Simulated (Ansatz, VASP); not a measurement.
Si12O23 in VASP and in Ansatz

```
Si O
1.0
    -2.46050    4.26171    5.41630
     4.92100    0.00000    5.41630
     4.92100    8.52342    0.00000
Si O
12 23
Direct
  0.18507 0.64688 0.91842
  0.31579 0.87978 0.07652
  0.25126 0.20615 0.12096
  0.17896 0.66407 0.41610
  0.31868 0.85412 0.58192
  0.25730 0.26110 0.64536
  0.66877 0.14448 0.15656
  0.80830 0.33632 0.31731
  0.75666 0.74431 0.38364
  0.68850 0.15534 0.65855
  0.82108 0.35535 0.82451
  0.75290 0.75536 0.89054
  0.28332 0.41308 0.99004
  0.55890 0.84137 0.01146
  0.68534 0.32316 0.21212
  0.43519 0.14042 0.20098
  0.04601 0.26697 0.24531
  0.76825 0.18323 0.97763
  0.29420 0.44261 0.49544
  0.22738 0.07944 0.60210
  0.74775 0.32524 0.69675
  0.44700 0.18321 0.71773
  0.06172 0.33421 0.77209
  0.75772 0.18134 0.48016
  0.79463 0.93078 0.23737
  0.73840 0.56440 0.33128
  0.20226 0.83357 0.47634
  0.94375 0.66762 0.45794
  0.55749 0.81646 0.50696
  0.27235 0.71500 0.23754
  0.79688 0.93264 0.73900
  0.71066 0.57660 0.85006
  0.22518 0.81660 0.97178
  0.94433 0.67265 0.96087
  0.28118 0.68693 0.73955
```

Alike in both runs: functional PBE; k mesh 2 × 2 × 2; occupations fermi-dirac, width 0.02 eV; no spin polarisation.

Ansatz relaxed the structure, and its values are those at the end. VASP's run is a single point on that final structure, the one shown.

```csv
,VASP,Ansatz
version,VASP 6.6.1,Ansatz 0.2.0
potentials or method,"VASP PAW PBE potentials, release 64 (Si, O), cutoff 520 eV","scalar-relativistic, plane waves, PAW"
valence electrons in the cell,186,186
```

VASP gave:

- rms of the force components (eV/Å): 0.010

Problem. Estimate Ansatz's values.

Solution. rms of the force components (eV/Å): 0.004.

The k mesh is coarse, so the values compare programs but aren't converged.
